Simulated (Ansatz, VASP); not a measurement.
# One calculation of CaS, two programs

```
Ca S
1.0
     0.00000    2.84795    2.84795
     2.84795    0.00000    2.84795
     2.84795    2.84795    0.00000
Ca S
1 1
Direct
  0.00000 0.00000 0.00000
  0.50000 0.50000 0.50000
```

Alike in both runs: task single point; functional PBE; k mesh 8 × 8 × 8; no spin polarisation.

|  | VASP | Ansatz |
| --- | --- | --- |
| version | VASP 6.6.1 | Ansatz 0.2.0 |
| potentials or method | VASP PAW PBE potentials, release 64 (Ca_sv, S) | plane waves, PAW |
| plane-wave cutoff (eV) | 500 | 420 |
| occupations | gaussian, width 0.01 eV | fixed |
| valence electrons in the cell | 16 | 16 |

|  | VASP | Ansatz | Ansatz less VASP |
| --- | --- | --- | --- |
| gap on the k mesh at the Fermi level (eV) | 2.36 | 2.36 | +0.005 |
| pressure (GPa) | 0.6 | 0.5 | -0.15 |
